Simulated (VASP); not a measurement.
AlRu, 8 atoms in the cell. The cell holds a slab with vacuum, 8 atoms: a = 2.992 Å, b = 2.992 Å, c = 25.471 Å, α = 90.00°, β = 90.00°, γ = 90.00°. 

| Item | Value |
| --- | --- |
| Program | VASP 6.6.1 |
| Task | single point |
| Functional | RPBE |
| Potentials or basis | VASP PAW PBE potentials, release 64 (Ru_pv, Al) |
| Cutoff | 520 eV |
| k mesh | 9 × 9 × 1 |
| Occupations | fermi-dirac, width 0.05 eV |
| Spin | no spin polarisation |
| Dipole correction | yes |
| Further INCAR settings | ALGO = Normal; EDIFF = 1e-07; NBANDS = 44 |

Potentials or basis: VASP PAW PBE potentials, release 64 (Ru_pv, Al).

Launch:

```bash
$ cat potpaw_PBE.64/Ru_pv/POTCAR potpaw_PBE.64/Al/POTCAR > POTCAR
$ mpirun -np 1 vasp_std > vasp.out
```

Hardware: 1 thread of Intel(R) Xeon(R) 6975P-C (Granite Rapids), with other jobs on the host.

Q: How long does it take, and how much memory?

A: It took 4.8 min on 1 thread of Intel(R) Xeon(R) 6975P-C (Granite Rapids), on a shared host, peak memory 0.39 GiB. Counts: scf iterations 69, k points 15.
